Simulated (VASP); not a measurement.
# Yb (P6_3/mmc) in VASP: settings compared

Aim: see how the results for Yb move with the level of theory and the settings. Levels: PBE, PBEsol, LDA. Tasks: single point.

All numbers are computed with VASP 6.6.1; they aren't measurements. Logs are shortened: lines on timing, memory, paths and dates and some standing lists are left out, and cuts for length are marked.

### Step 1. The cell of the first run

The structure is hexagonal, space group P6_3/mmc (No. 194). Conventional cell: a = 3.880 Å, b = 3.880 Å, c = 6.386 Å, α = 90.00°, β = 90.00°, γ = 120.00°. Yb (site symmetry -6m2) has 12 Yb at 3.88 to 3.90 Å within 5.1 Å.

### Step 2. Single point, PBE, collinear spin, zero start

Input file INCAR:

```
SYSTEM = Yb
ALGO = Normal ; EDIFF = 1E-6
ENCUT = 520 ; GGA = PE
ISIF = 2 ; ISMEAR = -1
ISPIN = 2 ; LASPH = .TRUE.
LCHARG = .FALSE. ; LMAXMIX = 6
LORBIT = 11 ; LREAL = .FALSE.
LWAVE = .FALSE. ; MAGMOM = 0 0
NBANDS = 35 ; NELM = 150
NUPDOWN = 0.0 ; PREC = Accurate
SIGMA = 0.05
```

Input file KPOINTS:

```
k-points
0
G
  7 7 4
  0 0 0
```

Input file POSCAR:

```
Yb
1.0
    3.8799000000      0.0000000000      0.0000000000
   -1.9399500000      3.3600919641      0.0000000000
    0.0000000000      0.0000000000      6.3859000000
Yb
2
Direct
    0.6666666667      0.3333333333      0.7500000000
    0.3333333333      0.6666666667      0.2500000000
```

Potentials or basis: VASP PAW PBE potentials, release 64 (Yb).

Launch:

```console
$ cat potpaw_PBE.64/Yb/POTCAR > POTCAR
$ mpirun -np 1 vasp_std > vasp.out
```

OUTCAR:

```text
SYSTEM = Yb
   EDIFF = 1E-6
   ENCUT = 520
   GGA = PE
   ISIF = 2
   ISMEAR = -1
   ISPIN = 2
   LASPH = .TRUE.
   LORBIT = 11
   LREAL = .FALSE.
   NELM = 150
   NUPDOWN = 0.0
   PREC = Accurate

 ion  position               nearest neighbor table
   1  0.667  0.333  0.750-
   2  0.333  0.667  0.250-

  LATTYP: Found a hexagonal cell.
 ALAT       =     3.8799000000
 C/A-ratio  =     1.6458929354

  Lattice vectors:

 A1 = (   3.8799000000,   0.0000000000,   0.0000000000)
 A2 = (  -1.9399500000,   3.3600919641,   0.0000000000)
 A3 = (   0.0000000000,   0.0000000000,   6.3859000000)

Analysis of symmetry for initial positions (statically):
=====================================================================
 Subroutine PRICEL returns:
 Original cell was already a primitive cell.

 Routine SETGRP: Setting up the symmetry group for a
 hexagonal supercell.

 Subroutine GETGRP returns: Found 24 space group operations
 (whereof 12 operations were pure point group operations)
 out of a pool of 24 trial point group operations.

The static configuration has the point symmetry D_3d.
 The point group associated with its full space group is D_6h.

Analysis of symmetry for dynamics (positions and initial velocities):
=====================================================================
 Subroutine PRICEL returns:
 Original cell was already a primitive cell.

 Routine SETGRP: Setting up the symmetry group for a
 hexagonal supercell.

 Subroutine GETGRP returns: Found 24 space group operations
 (whereof 12 operations were pure point group operations)
 out of a pool of 24 trial point group operations.

The dynamic configuration has the point symmetry D_3d.
 The point group associated with its full space group is D_6h.

Analysis of structural, dynamic, and magnetic symmetry:
=====================================================================
 Subroutine PRICEL returns:
 Original cell was already a primitive cell.

 Routine SETGRP: Setting up the symmetry group for a
 hexagonal supercell.

 Subroutine GETGRP returns: Found 24 space group operations
 (whereof 12 operations were pure point group operations)
 out of a pool of 24 trial point group operations.

The overall configuration has the point symmetry D_3d.
 The point group associated with its full space group is D_6h.

[... 117 lines left out ...]
     AMIX_MAG =   1.60;   BMIX_MAG =  1.00
  volume/ion in A,a.u.               =      41.63       280.91
  Fermi-wavevector in a.u.,A,eV,Ry     =   1.362565  2.574875 25.260359  1.856584
  Thomas-Fermi vector in A             =   2.489044
   LORBIT       =     11    0 simple, 1 ext, 2 COOP (PROOUT), +10 PAW based schemes
   GGA     = PE    functional components
   LHFCALC =     F    Hartree Fock is set to
   AEXX    =    0.0000 exact exchange contribution
   IVDW    =     0    specifies the selected vdW correction
   LEPSILON=     F    determine dielectric tensor
   LRPA    =     F    only Hartree local field effects (RPA)
 spin polarized calculation
  energy-cutoff  :      520.00
  volume of cell :       83.25
 maximum number of plane-waves:      2254
 NGX is ok and might be reduce to    30
   NGX = 15   NGY = 15   NGZ = 23

 number of electron      48.0000033 magnetization       0.0000000

 number of electron      48.0000033 magnetization      -0.0000000

 Free energy of the ion-electron system (eV)
  ---------------------------------------------------
  ext. energy  EPLUGINS =         0.00000000
  ---------------------------------------------------
  free energy    TOTEN  =        -7.02720418 eV

  energy without entropy =       -6.98947478  energy(sigma->0) =       -7.00833948

 E-fermi :   1.1605     XC(G=0):  -8.8219

 val. band max:        1.1552961728   @ k =   0.2857   0.2857   0.2500
 cond. band min:       1.1610361879   @ k =   0.4286  -0.0000   0.0000
 fundamental gap:      0.0057400150
 Fermi energy:         1.1599326863

 spin component 1

 k-point     1 :       0.0000    0.0000    0.0000
  band No.  band energies     occupation
      1     -50.6995      1.00000
      2     -50.6918      1.00000
      3     -23.1601      1.00000
      4     -22.9949      1.00000
      5     -22.9949      1.00000
      6     -22.9675      1.00000
[... 901 lines left out ...]
     34       7.2122      0.00000
     35       7.7005      0.00000
 Fermi energy:         1.1604502090

 spin component 2

 k-point     1 :       0.0000    0.0000    0.0000
  band No.  band energies     occupation
      1     -50.6999      1.00000
      2     -50.6922      1.00000
      3     -23.1604      1.00000
      4     -22.9949      1.00000
      5     -22.9949      1.00000
      6     -22.9675      1.00000
[... 901 lines left out ...]
     34       7.2125      0.00000
     35       7.7009      0.00000

------------------------ aborting loop because EDIFF is reached ----------------------------------------

  FORCE on cell =-STRESS in cart. coord.  units (eV):
  Direction    XX          YY          ZZ          XY          YZ          ZX
  --------------------------------------------------------------------------------------
  -------------------------------------------------------------------------------------
  Total       -1.1135468     -1.1135468     -0.8951572      0.0000000      0.0000000      0.0000000
  in kB      -21.4301524    -21.4301524    -17.2272556      0.0000000      0.0000000      0.0000000
  external PRESSURE =     -20.0291868 kB  Pullay stress =       0.0000000 kB

 VOLUME and BASIS-vectors are now :
 -----------------------------------------------------------------------------
  energy-cutoff  :      520.00
  volume of cell :       83.25
      direct lattice vectors                 reciprocal lattice vectors
     3.879900000  0.000000000  0.000000000     0.257738602  0.148805451  0.000000000
    -1.939950000  3.360091964  0.000000000     0.000000000  0.297610902  0.000000000
     0.000000000  0.000000000  6.385900000     0.000000000  0.000000000  0.156594998

 POSITION                                       TOTAL-FORCE (eV/Angst)
 -----------------------------------------------------------------------------------
      1.93995      1.12003      4.78943         0.000000      0.000000      0.000000
     -0.00000      2.24006      1.59648        -0.000000     -0.000000      0.000000
 -----------------------------------------------------------------------------------
    total drift:                               -0.000000      0.000000     -0.000000

  FREE ENERGIE OF THE ION-ELECTRON SYSTEM (eV)
  ---------------------------------------------------
  free  energy   TOTEN  =        -7.0272041810 eV

  energy  without entropy=       -6.9894747809  energy(sigma->0) =       -7.00833948

 total charge

# of ion       s       p       d       f       tot
--------------------------------------------------
    1        2.212   5.980   0.205  13.650  22.045
    2        2.212   5.980   0.205  13.650  22.045
--------------------------------------------------
tot          4.423  11.959   0.409  27.299  44.091

 magnetization (x)

# of ion       s       p       d       f       tot
--------------------------------------------------
    1       -0.000   0.000   0.000  -0.001  -0.000
    2       -0.000   0.000   0.000  -0.001  -0.000
--------------------------------------------------
tot         -0.000   0.000   0.000  -0.001  -0.001
```

stdout:

```text
POSCAR found type information on POSCAR Yb
 POSCAR found :  1 types and       2 ions
 scaLAPACK will be used
 LDA part: xc-table for (Slater+PW92), standard interpolation
 POSCAR, INCAR and KPOINTS ok, starting setup
 FFT: planning ... GRIDC
 FFT: planning ... GRID_SOFT
 FFT: planning ... GRID
 WAVECAR not read
 entering main loop
```

Wall time 7.5 min (1 thread of Intel Xeon 6975P-C (Granite Rapids), shared host); peak memory 0.31 GiB.

What came out:

```
Free energy                                           : -7.0272 eV
Pressure                                              : -2.0 GPa
Net moment                                            : 0.00 μB per cell
Valence electrons inside the program's atomic spheres : Yb 22.05
```

Caveat: spin-orbit coupling is left out, which moves the levels of the heavy elements; the total moment is fixed, so each spin has its own Fermi level.

### Step 3. Single point, PBEsol, collinear spin, ferromagnetic start

Input file INCAR:

```
SYSTEM = Yb
ALGO = Normal
EDIFF = 1E-6
ENCUT = 520
GGA = PS
ISIF = 2
ISMEAR = -1
ISPIN = 2
LASPH = .TRUE.
LCHARG = .FALSE.
LMAXMIX = 6
LORBIT = 11
LREAL = .FALSE.
LWAVE = .FALSE.
MAGMOM = 1 1
NBANDS = 35
NELM = 150
PREC = Accurate
SIGMA = 0.05
```

Input file KPOINTS:

```
k-points
0
G
  6 6 3
  0 0 0
```

POSCAR is that of step 2.

Potentials or basis: VASP PAW PBE potentials, release 64 (Yb).

Launch:

```console
$ cat potpaw_PBE.64/Yb/POTCAR > POTCAR
$ mpirun -np 1 vasp_std > vasp.out
```

OUTCAR:

```text
SYSTEM = Yb
   EDIFF = 1E-6
   ENCUT = 520
   GGA = PS
   ISIF = 2
   ISMEAR = -1
   ISPIN = 2
   LASPH = .TRUE.
   LORBIT = 11
   LREAL = .FALSE.
   NELM = 150
   PREC = Accurate

 ion  position               nearest neighbor table
   1  0.667  0.333  0.750-
   2  0.333  0.667  0.250-

  LATTYP: Found a hexagonal cell.
 ALAT       =     3.8799000000
 C/A-ratio  =     1.6458929354

  Lattice vectors:

 A1 = (   3.8799000000,   0.0000000000,   0.0000000000)
 A2 = (  -1.9399500000,   3.3600919641,   0.0000000000)
 A3 = (   0.0000000000,   0.0000000000,   6.3859000000)

Analysis of symmetry for initial positions (statically):
=====================================================================
 Subroutine PRICEL returns:
 Original cell was already a primitive cell.

 Routine SETGRP: Setting up the symmetry group for a
 hexagonal supercell.
[... 722 lines left out ...]
      2     -50.8359      1.00000
      3     -23.2977      1.00000
      4     -23.1194      1.00000
      5     -23.1194      1.00000
      6     -23.0983      1.00000
[... 521 lines left out ...]
     34       6.5409      0.00000
     35       8.2986      0.00000

------------------------ aborting loop because EDIFF is reached ----------------------------------------

  FORCE on cell =-STRESS in cart. coord.  units (eV):
  Direction    XX          YY          ZZ          XY          YZ          ZX
  --------------------------------------------------------------------------------------
  -------------------------------------------------------------------------------------
  Total       -1.6568567     -1.6568567     -1.6745108      0.0000000     -0.0000000      0.0000000
  in kB      -31.8861240    -31.8861240    -32.2258747      0.0000000     -0.0000000      0.0000000
  external PRESSURE =     -31.9993742 kB  Pullay stress =       0.0000000 kB

 VOLUME and BASIS-vectors are now :
 -----------------------------------------------------------------------------
  energy-cutoff  :      520.00
  volume of cell :       83.25
      direct lattice vectors                 reciprocal lattice vectors
     3.879900000  0.000000000  0.000000000     0.257738602  0.148805451  0.000000000
    -1.939950000  3.360091964  0.000000000     0.000000000  0.297610902  0.000000000
     0.000000000  0.000000000  6.385900000     0.000000000  0.000000000  0.156594998

 POSITION                                       TOTAL-FORCE (eV/Angst)
 -----------------------------------------------------------------------------------
      1.93995      1.12003      4.78943         0.000000     -0.000000     -0.000000
     -0.00000      2.24006      1.59648        -0.000000      0.000000      0.000000
 -----------------------------------------------------------------------------------
    total drift:                               -0.000000      0.000000     -0.000000

  FREE ENERGIE OF THE ION-ELECTRON SYSTEM (eV)
  ---------------------------------------------------
  free  energy   TOTEN  =        -7.5587697938 eV

  energy  without entropy=       -7.5095223470  energy(sigma->0) =       -7.53414607

 total charge

# of ion       s       p       d       f       tot
--------------------------------------------------
    1        2.214   5.973   0.210  13.642  22.040
    2        2.214   5.973   0.210  13.642  22.040
--------------------------------------------------
tot          4.429  11.947   0.419  27.284  44.079

 magnetization (x)

# of ion       s       p       d       f       tot
--------------------------------------------------
    1        0.000   0.001   0.001  -0.001   0.001
    2        0.000   0.001   0.001  -0.001   0.001
--------------------------------------------------
tot          0.000   0.001   0.002  -0.002   0.001
```

OSZICAR:

```text
N       E                     dE             d eps       ncg     rms          rms(c)
DAV:   1     0.343226634049E+03    0.34323E+03   -0.15258E+04  2910   0.882E+03
DAV:   2     0.641657161232E+02   -0.27906E+03   -0.25894E+03  2681   0.871E+02
DAV:   3     0.525982887633E+01   -0.58906E+02   -0.57489E+02  3005   0.192E+02
DAV:   4    -0.486774958839E+01   -0.10128E+02   -0.99536E+01  3619   0.673E+01
[... 12 lines left out ...]
DAV:  59    -0.755879683286E+01    0.11263E-05   -0.16851E-06  1590   0.455E-02    0.235E-01
DAV:  60    -0.755878958749E+01    0.72454E-05   -0.11185E-06  1311   0.126E-01    0.207E-01
DAV:  61    -0.755876536711E+01    0.24220E-04   -0.17431E-05  2376   0.551E-01    0.198E-01
DAV:  62    -0.755876936956E+01   -0.40024E-05   -0.49327E-06  2195   0.984E-02    0.109E-01
DAV:  63    -0.755876979379E+01   -0.42423E-06   -0.22361E-06  1531   0.384E-02
   1 F= -.75587698E+01 E0= -.75341461E+01  d E =-.492474E-01  mag=     0.0088
```

Run time: 6.3 min. Hardware: 1 thread of Intel Xeon Platinum 8375C at 2.90GHz (Ice Lake), shared host; peak memory 0.28 GiB.

Results:

```
Free energy                                           : -7.5588 eV
Pressure                                              : -3.2 GPa
Band gap on the k mesh                                : zero (filled and empty bands overlap)
Net moment                                            : 0.01 μB per cell
Valence electrons inside the program's atomic spheres : Yb 22.04
```

Levels at points of the mesh, in eV from the Fermi level:
Spin up:
```csv
k point,band 20,band 21,band 22,band 23,band 24,band 25,band 26,band 27,band 28,band 29
"(0.00, 0.00, 0.00)",-0.33,-0.30,-0.30,-0.28,-0.28,0.11,2.64,2.70,2.70,3.19
"(0.50, 0.00, 0.00)",-0.31,-0.30,-0.29,-0.28,-0.28,0.05,0.24,1.55,2.19,2.57
```
Spin down:
```tsv
k point	band 20	band 21	band 22	band 23	band 24	band 25	band 26	band 27	band 28	band 29
(0.00, 0.00, 0.00)	-0.33	-0.30	-0.30	-0.28	-0.28	0.12	2.64	2.70	2.70	3.19
(0.50, 0.00, 0.00)	-0.31	-0.30	-0.30	-0.28	-0.28	0.06	0.25	1.55	2.19	2.58
```

Caveat: the PAW data sets were made with another functional, which shifts forces and pressure a little; spin-orbit coupling is left out, which moves the levels of the heavy elements.

(Continued in part 2 of 2.)
